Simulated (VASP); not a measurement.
Input of a VASP 6.6.1 run:

INCAR

```
PREC = Accurate ; ENCUT = 520
EDIFF = 1E-6 ; ISMEAR = 0
SIGMA = 0.1 ; LREAL = False
LASPH = True ; NELM = 80
ALGO = Normal ; ISIF = 2
LWAVE = False ; LCHARG = False
GGA = PS ; NBANDS = 41
```

The input KPOINTS:

```
regular mesh
0
Gamma
  4 4 4
```

Contents of POSCAR:

```
AlGa3Sb4
1.0
    0.0000000000     -3.0530000000     -3.0530000000
    3.0530000000      6.1060000000     -3.0530000000
    6.1060000000     -3.0530000000      3.0530000000
Al Ga Sb
1 3 4
Direct
    0.7500000000      0.5000000000      0.2500000000
    0.5000000000      0.0000000000      0.5000000000
    0.2500000000      0.5000000000      0.7500000000
    0.0000000000      0.0000000000      0.0000000000
    0.8125000000      0.6250000000      0.9375000000
    0.5625000000      0.1250000000      0.1875000000
    0.3125000000      0.6250000000      0.4375000000
    0.0625000000      0.1250000000      0.6875000000
```

Potentials or basis: VASP PAW PBE potentials, release 64 (Al, Ga_d, Sb).

Run with:

```bash
$ cat potpaw_PBE.64/Al/POTCAR potpaw_PBE.64/Ga_d/POTCAR potpaw_PBE.64/Sb/POTCAR > POTCAR
$ mpirun -np 1 vasp_std > vasp.out
```

Question: Estimate the largest force.

Answer: 0.129 eV/Å.

Question: What does it give for the band gap on the k mesh?

Answer: 0.26 eV, direct.

Question: Estimate the pressure.

Answer: 0.6 GPa.

Forces in eV/Å, atoms in the order of the input:
```
Al   0.035  0.005 -0.005
Ga   0.014 -0.006  0.006
Ga   0.001  0.007 -0.007
Ga  -0.022 -0.008  0.008
Sb  -0.079  0.073 -0.073
Sb  -0.074 -0.072  0.072
Sb   0.120 -0.010  0.010
Sb   0.005  0.011 -0.011
```

Caveat: the PAW data sets were made with another functional, which shifts forces and pressure a little; spin-orbit coupling is left out, which moves the levels of the heavy elements. A k mesh can miss the band edges.
